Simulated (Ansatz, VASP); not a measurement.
# Ti3S2 in VASP and in Ansatz

Contents of INCAR:

```
PREC     = Accurate       # precision mode
ENCUT    = 520            # plane-wave cutoff, eV
EDIFF    = 1E-6           # SCF threshold, eV
ISMEAR   = -1             # smearing method
SIGMA    = 0.05           # smearing width, eV
LREAL    = False          # projectors in reciprocal space
LASPH    = True           # aspherical terms in the spheres
NELM     = 100            # most SCF steps
ALGO     = Normal         # electronic algorithm
ISIF     = 2              # what is computed and relaxed
LWAVE    = False          # write WAVECAR
LCHARG   = True           # write CHGCAR
GGA      = PS             # functional
LELF     = True           # ELF
LVHAR    = True         
NBANDS   = 32             # bands
```

KPOINTS

```
regular mesh
0
Gamma
  5 5 5
```

The input POSCAR:

```
Ti3S2
1.0
    2.6859827849      1.5507528839      3.2376184047
   -2.6859827849      1.5507528839      3.2376184047
    0.0000000000     -3.1015057677      3.2376184047
Ti S
3 2
Direct
    0.0000000000      0.3356550000      0.6643450000
    0.6643450000      0.0000000000      0.3356550000
    0.3356550000      0.6643450000      0.0000000000
    0.1678390000      0.1678390000      0.1678390000
    0.8321610000      0.8321610000      0.8321610000
```

File input.yaml:

```yaml
crystal:
  lattice:
    - [2.6859827849, 1.5507528839, 3.2376184047]
    - [-2.6859827849, 1.5507528839, 3.2376184047]
    - [0.0, -3.1015057677, 3.2376184047]
  atoms:
    - { symbol: Ti, position: [0.0, 0.335655, 0.664345] }
    - { symbol: Ti, position: [0.664345, 0.0, 0.335655] }
    - { symbol: Ti, position: [0.335655, 0.664345, 0.0] }
    - { symbol: S, position: [0.167839, 0.167839, 0.167839] }
    - { symbol: S, position: [0.832161, 0.832161, 0.832161] }
hamiltonian:
  xc: pbesol
  pseudopotentials: { kind: paw }
kpoints:
  mp_grid: { grid: [5, 5, 5] }
  band_path:
    path:
      - [[0.0, 0.0, 0.0], [0.5, 0.0, 0.0], [0.5, 0.3196142487, -0.3196142487]]
      - [[0.6803857513, 0.5, 0.3196142487], [0.5, 0.5, 0.5], [0.0, 0.0, 0.0], [0.4098071243, 0.0, -0.4098071243]]
      - [[0.5901928757, 0.4098071243, 0.0], [0.5, 0.5, 0.0], [0.5901928757, 0.5901928757, 0.3196142487], [0.5, 0.5, 0.5]]
      - [[0.5, 0.0, 0.0], [0.6803857513, 0.4098071243, 0.4098071243]]
    npoints: 14
scf:
  occupations: { method: fermi_dirac, width: 0.05 }
  n_extra_bands: 12
output:
  forces: true
  stress: true
  eigenvalues: true
  fatbands: false
```

Alike in both runs: functional PBEsol; k mesh 5 × 5 × 5; occupations fermi-dirac, width 0.05 eV; no spin polarisation.

```csv
,VASP,Ansatz
version,VASP 6.6.1,Ansatz 0.2.0
potentials or method,"VASP PAW PBE potentials, release 64 (Ti_sv, S)",Ansatz PAW
plane-wave cutoff (eV),520,420
valence electrons in the cell,48,48
task,single point,band structure
```

VASP gave:

- gap on the k mesh at the Fermi level (eV): none
- pressure (GPa): -1.9
- traceless stress, the component that is largest in VASP (GPa): -0.99
- rms of the force components (eV/Å): 0.007

Question: Estimate Ansatz's values.

Answer: gap on the k mesh at the Fermi level (eV): none; pressure (GPa): -2.1; traceless stress, the component that is largest in VASP (GPa): -1.09; rms of the force components (eV/Å): 0.005.

VASP's potentials were made for PBE, not for PBEsol. Atom by atom the forces differ by 0.004 eV/Å (rms over components). A gap of «none» marks a metal or a gap that the smearing closes.
